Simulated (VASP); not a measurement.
# CdTe in VASP: notebook, part 2 of 2

VASP 6.6.1.

### 3 Single point, PBEsol

Input file INCAR:

```
SYSTEM = CdTe
ALGO = Normal ; EDIFF = 1E-7
ENCUT = 520 ; GGA = PS
ISIF = 2 ; ISMEAR = -1
LASPH = .True. ; LCHARG = .False.
LREAL = .False. ; LWAVE = .False.
NBANDS = 26 ; NELM = 100
PREC = Accurate ; SIGMA = 0.05
```

Input file KPOINTS:

```
k-points
0
Gamma
  8 8 6
  0 0 0
```

Input file POSCAR:

```
CdTe
1.0
    2.9950921865     -2.9949562776      0.0000000000
    2.9950921865      2.9949562776      0.0000000000
    0.0000000000      0.0000000000      6.0152475118
Cd Te
2 2
Direct
    0.2503537531      0.7496462469      0.7500000000
    0.7496462469      0.2503537531      0.2500000000
    0.7502464786      0.2497535214      0.7500000000
    0.2497535214      0.7502464786      0.2500000000
```

Potentials or basis: VASP PAW PBE potentials, release 64 (Cd, Te).

Command:

```bash
> cat potpaw_PBE.64/Cd/POTCAR potpaw_PBE.64/Te/POTCAR > POTCAR
> mpirun -np 1 vasp_std > vasp.out
```

OUTCAR:

```text
SYSTEM = CdTe
   EDIFF = 1E-7
   ENCUT = 520
   GGA = PS
   ISIF = 2
   ISMEAR = -1
   LASPH = .True.
   LREAL = .False.
   NELM = 100
   PREC = Accurate

 ion  position               nearest neighbor table
   1  0.250  0.750  0.750-   3 2.99   3 3.00   3 3.00   3 3.00   4 3.01   4 3.01
   2  0.750  0.250  0.250-   4 2.99   4 3.00   4 3.00   4 3.00   3 3.01   3 3.01
   3  0.750  0.250  0.750-   1 2.99   1 3.00   1 3.00   1 3.00   2 3.01   2 3.01
   4  0.250  0.750  0.250-   2 2.99   2 3.00   2 3.00   2 3.00   1 3.01   1 3.01

  LATTYP: Found a base centered orthorhombic cell.
 ALAT       =     5.9899125552
 B/A-ratio  =     1.0000453793
 C/A-ratio  =     1.0042296037

  Lattice vectors:

 A1 = (  -2.9950921865,  -2.9949562776,   0.0000000000)
 A2 = (   2.9950921865,  -2.9949562776,   0.0000000000)
 A3 = (   0.0000000000,   0.0000000000,   6.0152475118)

Analysis of symmetry for initial positions (statically):
=====================================================================
 Subroutine PRICEL returns:
 Original cell was already a primitive cell.

 Routine SETGRP: Setting up the symmetry group for a
 base centered orthorhombic supercell.

 Subroutine GETGRP returns: Found  8 space group operations
 (whereof  4 operations were pure point group operations)
 out of a pool of  8 trial point group operations.

The static configuration has the point symmetry C_2h.
 The point group associated with its full space group is D_2h.

Analysis of symmetry for dynamics (positions and initial velocities):
=====================================================================
 Subroutine PRICEL returns:
 Original cell was already a primitive cell.

 Routine SETGRP: Setting up the symmetry group for a
 base centered orthorhombic supercell.

 Subroutine GETGRP returns: Found  8 space group operations
 (whereof  4 operations were pure point group operations)
 out of a pool of  8 trial point group operations.

[... 122 lines left out ...]
   IALGO  =     38    algorithm
   IMIX   =      4    mixing-type and parameters
     AMIX     =   0.40;   BMIX     =  1.00
     AMIX_MAG =   1.60;   BMIX_MAG =  1.00
  volume/ion in A,a.u.               =      26.98       182.06
  Fermi-wavevector in a.u.,A,eV,Ry     =   1.135397  2.145589 17.539618  1.289126
  Thomas-Fermi vector in A             =   2.272101
   LORBIT       =      0    0 simple, 1 ext, 2 COOP (PROOUT), +10 PAW based schemes
   GGA     = PS    functional components
   LHFCALC =     F    Hartree Fock is set to
   AEXX    =    0.0000 exact exchange contribution
   IVDW    =     0    specifies the selected vdW correction
   LEPSILON=     F    determine dielectric tensor
   LRPA    =     F    only Hartree local field effects (RPA)
 non-spin polarized calculation
  energy-cutoff  :      520.00
  volume of cell :      107.92
 maximum number of plane-waves:      2930
   NGX = 15   NGY = 15   NGZ = 23

 number of electron      36.0000014 magnetization

 Free energy of the ion-electron system (eV)
  ---------------------------------------------------
  ext. energy  EPLUGINS =         0.00000000
  ---------------------------------------------------
  free energy    TOTEN  =       -10.49897689 eV

  energy without entropy =      -10.48167158  energy(sigma->0) =      -10.49032423

 E-fermi :   4.3032     XC(G=0): -10.1323

 val. band max:        4.2891206820   @ k =   0.5000   0.0000   0.3333
 cond. band min:       4.3145965027   @ k =   0.0000   0.0000   0.3333
 fundamental gap:      0.0254758207
 Fermi energy:         4.3032341633

 k-point     1 :       0.0000    0.0000    0.0000
  band No.  band energies     occupation
      1      -7.6261      2.00000
      2      -6.6865      2.00000
      3      -4.0602      2.00000
      4      -4.0243      2.00000
      5      -4.0165      2.00000
      6      -3.9795      2.00000
[... 685 lines left out ...]
     25      11.0795      0.00000
     26      11.6208      0.00000

 [... further k-points ...]

------------------------ aborting loop because EDIFF is reached ----------------------------------------

  FORCE on cell =-STRESS in cart. coord.  units (eV):
  Direction    XX          YY          ZZ          XY          YZ          ZX
  --------------------------------------------------------------------------------------
  -------------------------------------------------------------------------------------
  Total        0.1623681      0.1644653      0.1673833      0.0000000     -0.0000000      0.0000000
  in kB        2.4106104      2.4417474      2.4850694      0.0000000     -0.0000000      0.0000000
  external PRESSURE =       2.4458090 kB  Pullay stress =       0.0000000 kB

 VOLUME and BASIS-vectors are now :
 -----------------------------------------------------------------------------
  energy-cutoff  :      520.00
  volume of cell :      107.92
      direct lattice vectors                 reciprocal lattice vectors
     2.995092186 -2.994956278  0.000000000     0.166939770 -0.166947345  0.000000000
     2.995092186  2.994956278  0.000000000     0.166939770  0.166947345  0.000000000
     0.000000000  0.000000000  6.015247512     0.000000000  0.000000000  0.166244198

 POSITION                                       TOTAL-FORCE (eV/Angst)
 -----------------------------------------------------------------------------------
      2.99509      1.49536      4.51144         0.000000      0.000948      0.000000
      2.99509     -1.49536      1.50381         0.000000     -0.000948     -0.000000
      2.99509     -1.49895      4.51144         0.000000      0.000431     -0.000000
      2.99509      1.49895      1.50381         0.000000     -0.000431      0.000000
 -----------------------------------------------------------------------------------
    total drift:                                0.000000      0.000000      0.000000

  FREE ENERGIE OF THE ION-ELECTRON SYSTEM (eV)
  ---------------------------------------------------
  free  energy   TOTEN  =       -10.4989768885 eV

  energy  without entropy=      -10.4816715753  energy(sigma->0) =      -10.49032423
```

stdout:

```text
POSCAR found type information on POSCAR CdTe
 POSCAR found :  2 types and       4 ions
 scaLAPACK will be used
 -----------------------------------------------------------------------------
|                                                                             |
|                                                                             |
|     You enforced a specific xc type in the INCAR file but a different       |
|     I HOPE YOU KNOW WHAT YOU ARE DOING!                                     |
|                                                                             |
 -----------------------------------------------------------------------------

 LDA part: xc-table for (Slater+PW92), standard interpolation
 POSCAR, INCAR and KPOINTS ok, starting setup
 FFT: planning ... GRIDC
 FFT: planning ... GRID_SOFT
 FFT: planning ... GRID
 WAVECAR not read
 entering main loop
```

Run time: 2.8 min. Hardware: 1 thread of Intel Xeon Platinum 8259CL at 2.50GHz (Skylake/Cascade Lake), shared host; peak memory 0.35 GiB.

Results:

| Item | Value |
| --- | --- |
| Free energy | -10.4990 eV |
| Pressure | 0.2 GPa |
| Band gap on the k mesh | zero (bands 18 and 19 overlap by 1.49 eV) |

Caveat: the PAW data sets were made with another functional, which shifts forces and pressure a little; spin-orbit coupling is left out, which moves the levels of the heavy elements.
